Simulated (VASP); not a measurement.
Here is a VASP 6.6.1 calculation.

The input INCAR:

```
SYSTEM = ZnRe
  PREC = Accurate
  ENCUT = 500
  EDIFF = 1E-6
  ISMEAR = -1
  SIGMA = 0.05
  LREAL = .False.
  LASPH = .True.
  NELM = 120
  ALGO = Normal
  ISIF = 2
  LWAVE = .False.
  LCHARG = .False.
  GGA = PE
  NBANDS = 20
  GGA_COMPAT = .False.
```

The input KPOINTS:

```
Automatic mesh
0
Gamma
  9 9 5
  0 0 0
```

POSCAR

```
ZnRe
1.0
    2.7482183437      0.0000000000      0.0000000000
   -1.3741091718      2.3800269008      0.0000000000
    0.0000000000      0.0000000000      4.4041846800
Re Zn
1 1
Direct
    0.3333333333      0.6666666667      0.5000000000
    0.0000000000      0.0000000000      0.0000000000
```

Potentials or basis: VASP PAW PBE potentials, release 64 (Re_sv_GW, Zn).

The run is started by

```bash
$ cat potpaw_PBE.64/Re_sv_GW/POTCAR potpaw_PBE.64/Zn/POTCAR > POTCAR
$ mpirun -np 1 vasp_std > vasp.out
```

(1) Estimate the pressure.

Results:

(1) 1.9 GPa.
